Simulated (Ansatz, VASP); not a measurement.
# Mg4O: VASP beside Ansatz

```
Mg O
1.0
     4.42158    0.00000    0.00000
     0.00000    4.42158    0.00000
     0.00000    0.00000    4.42158
Mg O
4 1
Direct
  0.00000 0.50000 0.50000
  0.50000 0.50000 0.00000
  0.50000 0.00000 0.50000
  0.00000 0.00000 0.00000
  0.50000 0.50000 0.50000
```

Change from the starting cell: species swapped into the Fe4N type (Pm-3m, No. 221).

Alike in both runs: task single point; functional PBE; k mesh 4 × 4 × 4; occupations gaussian, width 0.1 eV; collinear spin.

```csv
,VASP,Ansatz
version,VASP 6.6.1,Ansatz 0.2.0
potentials or method,"VASP PAW PBE potentials, release 64 (Mg, O), cutoff 520 eV","scalar-relativistic, plane waves, PAW"
valence electrons in the cell,14,46
```

```tsv
	VASP	Ansatz	Ansatz less VASP
gap on the k mesh at the Fermi level (eV)	none	none	-
pressure (GPa)	-0.2	0.1	+0.28
net moment per atom (μB)	0.00	0.00	0.000
```

A gap of «none» marks a metal or a gap that the smearing closes. VASP's potentials hold 14 valence electrons a cell and Ansatz's 46, so a difference there can come from the potentials and not from the codes. Ansatz's warnings: seeded moment not kept.
